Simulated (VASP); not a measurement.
# HfSi7O16 (a cell with a defect) in VASP: single point with PBEsol

Aim: the single point of HfSi7O16 (a cell with a defect) with PBEsol.

All numbers are computed with VASP 6.6.1; they aren't measurements. Logs are shortened: lines on timing, memory, paths and dates and some standing lists are left out, and cuts for length are marked.

### 1 The cell of the first run

The cell holds a defect, 24 atoms: a = 7.045 Å, b = 7.045 Å, c = 7.335 Å, α = 90.00°, β = 90.00°, γ = 90.00°.

### 2 Single point, PBEsol

INCAR

```
PREC = Accurate
ENCUT = 520
EDIFF = 1E-6
ISMEAR = 0
SIGMA = 0.02
LREAL = Auto
LASPH = T
NELM = 100
ALGO = Normal
ISIF = 2
LWAVE = F
LCHARG = T
GGA = PS
LELF = T
LVHAR = T
NBANDS = 85
```

KPOINTS

```
Automatic mesh
0
Gamma
  2 2 2
  0.5 0.5 0.5
```

POSCAR

```
HfSi7O16
1.0
    4.9817497440      4.9817497440      0.0000000000
    4.9817497440     -4.9817497440      0.0000000000
    0.0000000000      0.0000000000     -7.3354252818
Hf Si O
1 7 16
Direct
    0.5000000000      0.0000000000      0.5000000000
    0.5000000000      0.5000000000      0.0249265045
    0.0000000000      0.5000000000      0.5000000000
    0.0000000000      0.0000000000     -0.0249265045
    0.2307762790      0.2428168081      0.2365059297
    0.2571831919      0.7307762790      0.7634940703
    0.7692237210      0.7571831919      0.2365059297
    0.7428168081      0.2692237210      0.7634940703
    0.1617817572      0.4111650116      0.3703479220
    0.1806923748      0.9271489990      0.8561264580
    0.7193022060      0.9457089963      0.3520513637
    0.6851343671      0.4323560335      0.9094066647
    0.4271489990      0.3193076252      0.1438735420
    0.4457089963      0.7806977940      0.6479486363
    0.9323560335      0.8148656329      0.0905933353
    0.9111650116      0.3382182428      0.6296520780
    0.0676439665      0.1851343671      0.0905933353
    0.0888349884      0.6617817572      0.6296520780
    0.5728510010      0.6806923748      0.1438735420
    0.5542910037      0.2193022060      0.6479486363
    0.2806977940      0.0542910037      0.3520513637
    0.3148656329      0.5676439665      0.9094066647
    0.8382182428      0.5888349884      0.3703479220
    0.8193076252      0.0728510010      0.8561264580
```

Potentials or basis: VASP PAW PBE potentials, release 64 (Hf_pv, Si, O).

On the command line:

```bash
cat potpaw_PBE.64/Hf_pv/POTCAR potpaw_PBE.64/Si/POTCAR potpaw_PBE.64/O/POTCAR > POTCAR
mpirun -np 1 vasp_std > vasp.out
```

OUTCAR:

```text
PREC = Accurate
   ENCUT = 520
   EDIFF = 1E-6
   ISMEAR = 0
   LREAL = Auto
   LASPH = T
   NELM = 100
   ISIF = 2
   GGA = PS

 ion  position               nearest neighbor table
   1  0.500  0.000  0.500-  11 1.93  14 1.93  20 1.93  21 1.93   5 3.20   6 3.20   7 3.20   8 3.20

   2  0.500  0.500  0.025-  13 1.63  19 1.63  12 1.63  22 1.63   6 3.04   8 3.04   7 3.05   5 3.05

   3  0.000  0.500  0.500-   9 1.61  16 1.61  18 1.61  23 1.61   5 3.11   6 3.11   7 3.11   8 3.11

   4  0.000  0.000  0.975-  10 1.63  24 1.63  17 1.63  15 1.63   5 3.04   7 3.04   6 3.05   8 3.05

   5  0.231  0.243  0.237-  21 1.61   9 1.61  17 1.62  13 1.63   4 3.04   2 3.05   3 3.11   1 3.20

   6  0.257  0.731  0.763-  14 1.61  18 1.61  22 1.62  10 1.63   2 3.04   4 3.05   3 3.11   1 3.20

   7  0.769  0.757  0.237-  11 1.61  23 1.61  15 1.62  19 1.63   4 3.04   2 3.05   3 3.11   1 3.20

   8  0.743  0.269  0.763-  20 1.61  16 1.61  12 1.62  24 1.63   2 3.04   4 3.05   3 3.11   1 3.20

   9  0.162  0.411  0.370-   3 1.61   5 1.61
  10  0.181  0.927  0.856-   4 1.63   6 1.63
  11  0.719  0.946  0.352-   7 1.61   1 1.93
  12  0.685  0.432  0.909-   8 1.62   2 1.63
  13  0.427  0.319  0.144-   2 1.63   5 1.63
  14  0.446  0.781  0.648-   6 1.61   1 1.93
[... 8 lines left out ...]
  23  0.838  0.589  0.370-   3 1.61   7 1.61
  24  0.819  0.073  0.856-   4 1.63   8 1.63

  LATTYP: Found a simple tetragonal cell.
 ALAT       =     7.0452580523
 C/A-ratio  =     1.0411861748

  Lattice vectors:

 A1 = (   4.9817497440,   4.9817497440,   0.0000000000)
 A2 = (   4.9817497440,  -4.9817497440,   0.0000000000)
 A3 = (   0.0000000000,   0.0000000000,  -7.3354252818)

Analysis of symmetry for initial positions (statically):
=====================================================================
 Subroutine PRICEL returns:
 Original cell was already a primitive cell.

 Routine SETGRP: Setting up the symmetry group for a
 simple tetragonal supercell.

 Subroutine GETGRP returns: Found  4 space group operations
 (whereof  2 operations were pure point group operations)
 out of a pool of 16 trial point group operations.

The static configuration has the point symmetry C_2 .
 The point group associated with its full space group is S_4 .

Analysis of symmetry for dynamics (positions and initial velocities):
=====================================================================
 Subroutine PRICEL returns:
 Original cell was already a primitive cell.

 Routine SETGRP: Setting up the symmetry group for a
 simple tetragonal supercell.

 Subroutine GETGRP returns: Found  4 space group operations
 (whereof  2 operations were pure point group operations)
 out of a pool of 16 trial point group operations.

The dynamic configuration has the point symmetry C_2 .
 The point group associated with its full space group is S_4 .

 Subroutine INISYM returns: Found  4 space group operations
 (whereof  2 operations are pure point group operations),
 and found     1 'primitive' translations

----------------------------------------------------------------------------------------

                                     Primitive cell

  volume of cell :     364.0987

  direct lattice vectors                    reciprocal lattice vectors
     4.981749744  4.981749744  0.000000000     0.100366342  0.100366342  0.000000000
     4.981749744 -4.981749744  0.000000000     0.100366342 -0.100366342  0.000000000
     0.000000000  0.000000000 -7.335425282     0.000000000  0.000000000 -0.136324748

  length of vectors
     7.045258052  7.045258052  7.335425282     0.141939442  0.141939442  0.136324748

  position of ions in fractional coordinates (direct lattice)
     0.500000000  0.000000000  0.500000000
     0.500000000  0.500000000  0.024926505
     0.000000000  0.500000000  0.500000000
     0.000000000  0.000000000  0.975073495
     0.230776279  0.242816808  0.236505930
     0.257183192  0.730776279  0.763494070
[... 16 lines left out ...]
     0.838218243  0.588834988  0.370347922
     0.819307625  0.072851001  0.856126458

  ion indices of the primitive-cell ions
   primitive index   ion index
                 1           1
                 2           2
                 3           3
                 4           4
                 5           5
                 6           6
[... 16 lines left out ...]
                23          23
                24          24

----------------------------------------------------------------------------------------

 KPOINTS: Automatic mesh

Automatic generation of k-mesh.
 Grid dimensions read from file:
 generate k-points for:    2    2    2

 Generating k-lattice:

  Cartesian coordinates                     Fractional coordinates (reciprocal lattice)
     0.050183171  0.050183171  0.000000000     0.500000000  0.000000000  0.000000000
     0.050183171 -0.050183171  0.000000000     0.000000000  0.500000000  0.000000000
     0.000000000  0.000000000 -0.068162374     0.000000000  0.000000000  0.500000000

  Length of vectors
     0.070969721  0.070969721  0.068162374

  Shift w.r.t. Gamma in fractional coordinates (k-lattice)
     0.500000000  0.500000000  0.500000000

 Subroutine IBZKPT returns following result:
 ===========================================

 Found      1 irreducible k-points:

 Following reciprocal coordinates:
            Coordinates               Weight
  0.250000  0.250000  0.250000      8.000000
   k-points           NKPTS =      1   k-points in BZ     NKDIM =      1   number of bands    NBANDS=     85
   number of dos      NEDOS =    301   number of ions     NIONS =     24
   total plane-waves  NPLWV = 163296
   dimension x,y,z NGX =    54 NGY =   54 NGZ =   56
   dimension x,y,z NGXF=   108 NGYF=  108 NGZF=  112
   ions per type =               1   7  16
   NGX,Y,Z   is equivalent  to a cutoff of  12.74, 12.74, 12.69 a.u.
   NGXF,Y,Z  is equivalent  to a cutoff of  25.48, 25.48, 25.38 a.u.
 SYSTEM =  unknown system
   PREC   = accura    normal or accurate (medium, high low for compatibility)
   ISTART =      0    job   : 0-new  1-cont  2-samecut
   ICHARG =      2    charge: 1-file 2-atom 10-const
   ISPIN  =      1    spin polarized calculation?
   LNONCOLLINEAR =      F non collinear calculations
   LSORBIT =      F    spin-orbit coupling
   LASPH  =      T    aspherical Exc in radial PAW
   ENCUT  =  520.0 eV  38.22 Ry    6.18 a.u.  13.10 13.10 13.64*2*pi/ulx,y,z
   NELM   =    100;   NELMIN=  2; NELMDL= -5     # of ELM steps
   EDIFF  = 0.1E-05   stopping-criterion for ELM
   LREAL  =      T    real-space projection
   EDIFFG = 0.1E-04   stopping-criterion for IOM
   NSW    =      0    number of steps for IOM
   IBRION =     -1    ionic relax: 0-MD 1-quasi-New 2-CG
   NFREE  =      0    steps in history (QN), initial steepest desc. (CG)
   ISIF   =      2    stress and relaxation
   ISYM   =      2    0-nonsym 1-usesym 2-fastsym
   POTIM  = 0.5000    time-step for ionic-motion
   TEBEG  =    0.0;   TEEND  =   0.0 temperature during run
   PSTRESS=    0.0 pullay stress
   NELECT =     134.0000    total number of electrons
   NUPDOWN=      -1.0000    fix difference up-down
   EMIN   =  10.00;   EMAX   =-10.00  energy-range for DOS
   EFERMI =   0.00;   METHOD = LEGACY
   ISMEAR =     0;   SIGMA  =   0.02  broadening in eV -4-tet -1-fermi 0-gaus
   EFERMI_NEDOS =   21; number of points for ismear=-14 and -15
   IALGO  =     38    algorithm
   IMIX   =      4    mixing-type and parameters
     AMIX     =   0.40;   BMIX     =  1.00
     AMIX_MAG =   1.60;   BMIX_MAG =  1.00
  volume/ion in A,a.u.               =      15.17       102.38
  Fermi-wavevector in a.u.,A,eV,Ry     =   1.173195  2.217016 18.726863  1.376386
  Thomas-Fermi vector in A             =   2.309611
   LORBIT       =      0    0 simple, 1 ext, 2 COOP (PROOUT), +10 PAW based schemes
   GGA     = PS    functional components
   LHFCALC =     F    Hartree Fock is set to
   AEXX    =    0.0000 exact exchange contribution
   IVDW    =     0    specifies the selected vdW correction
   LEPSILON=     F    determine dielectric tensor
   LRPA    =     F    only Hartree local field effects (RPA)
 non-spin polarized calculation
 Gauss-broadening in eV      SIGMA  =   0.02
  energy-cutoff  :      520.00
  volume of cell :      364.10
 maximum number of plane-waves:      9804
 NGX is ok and might be reduce to    54
   NGX = 27   NGY = 27   NGZ = 27

 number of electron     133.9999987 magnetization

 Free energy of the ion-electron system (eV)
  ---------------------------------------------------
  ext. energy  EPLUGINS =         0.00000000
  ---------------------------------------------------
  free energy    TOTEN  =      -202.88105705 eV

  energy without entropy =     -202.88105705  energy(sigma->0) =     -202.88105705

 E-fermi :  -0.5086     XC(G=0):  -8.4721

 val. band max:       -0.6047794135   @ k =   0.2500   0.2500   0.2500
 cond. band min:       5.9602771691   @ k =   0.2500   0.2500   0.2500
 fundamental gap:      6.5650565826
 Fermi energy:        -0.5085999622

 k-point     1 :       0.2500    0.2500    0.2500
  band No.  band energies     occupation
      1     -28.8467      2.00000
      2     -28.8466      2.00000
      3     -28.8058      2.00000
      4     -19.3928      2.00000
      5     -19.0619      2.00000
      6     -19.0444      2.00000
[... 71 lines left out ...]
     78       8.7630      0.00000
     79       8.9172      0.00000
 [bands above 79 left out]

------------------------ aborting loop because EDIFF is reached ----------------------------------------

  FORCE on cell =-STRESS in cart. coord.  units (eV):
  Direction    XX          YY          ZZ          XY          YZ          ZX
  --------------------------------------------------------------------------------------
  -------------------------------------------------------------------------------------
  Total        3.7901056      3.7901056      6.0774078      0.0000000      0.0000000      0.0000000
  in kB       16.6779547     16.6779547     26.7429834      0.0000001      0.0000000      0.0000000
  external PRESSURE =      20.0329643 kB  Pullay stress =       0.0000000 kB

 VOLUME and BASIS-vectors are now :
 -----------------------------------------------------------------------------
  energy-cutoff  :      520.00
  volume of cell :      364.10
      direct lattice vectors                 reciprocal lattice vectors
     4.981749744  4.981749744  0.000000000     0.100366342  0.100366342  0.000000000
     4.981749744 -4.981749744  0.000000000     0.100366342 -0.100366342  0.000000000
     0.000000000  0.000000000 -7.335425282     0.000000000  0.000000000 -0.136324748

 POSITION                                       TOTAL-FORCE (eV/Angst)
 -----------------------------------------------------------------------------------
      2.49087      2.49087     -3.66771         0.000000     -0.000000     -0.000000
      4.98175      0.00000     -0.18285         0.000000     -0.000000     -0.012174
      2.49087     -2.49087     -3.66771         0.000000     -0.000000     -0.000000
      0.00000      0.00000     -7.15258         0.000000     -0.000000      0.012174
      2.35932     -0.05998     -1.73487         0.025072     -0.026164      0.015156
      4.92177     -2.35932     -5.60055        -0.026164     -0.025072     -0.015156
[... 16 lines left out ...]
      7.10922      1.24236     -2.71666        -0.016023     -0.003820      0.001502
      4.44451      3.71866     -6.28005        -0.028239      0.001550      0.009441
 -----------------------------------------------------------------------------------
    total drift:                               -0.000000      0.000000     -0.000000

  FREE ENERGIE OF THE ION-ELECTRON SYSTEM (eV)
  ---------------------------------------------------
  free  energy   TOTEN  =      -202.8810570454 eV

  energy  without entropy=     -202.8810570454  energy(sigma->0) =     -202.88105705
```

Wall time 2.2 min (1 thread of Intel Xeon 8259CL, shared host); peak memory 0.39 GiB.

Results:

```yaml
Free_energy: -202.8811 eV
Pressure: 2.0 GPa
Largest_force: 0.204 eV/Å
```

Forces in eV/Å, atoms in the order of the input:
```
Hf   0.000  0.000  0.000
Si   0.000  0.000 -0.012
Si   0.000  0.000  0.000
Si   0.000  0.000  0.012
Si   0.025 -0.026  0.015
Si  -0.026 -0.025 -0.015
Si  -0.025  0.026  0.015
Si   0.026  0.025 -0.015
O    0.016  0.004  0.002
O    0.028 -0.002  0.009
O   -0.009 -0.159 -0.128
O    0.028  0.006 -0.006
O    0.002  0.028 -0.009
O    0.159 -0.009  0.128
O   -0.006  0.028  0.006
O   -0.004  0.016 -0.002
O    0.006 -0.028  0.006
O    0.004 -0.016 -0.002
O   -0.002 -0.028 -0.009
O   -0.159  0.009  0.128
O    0.009  0.159 -0.128
O   -0.028 -0.006 -0.006
O   -0.016 -0.004  0.002
O   -0.028  0.002  0.009
```

Stress tensor (GPa, compression positive):
```
1.67 0.00 0.00
0.00 1.67 0.00
0.00 0.00 2.67
```

Caveat: the PAW data sets were made with another functional, which shifts forces and pressure a little; spin-orbit coupling is left out, which moves the levels of the heavy elements.
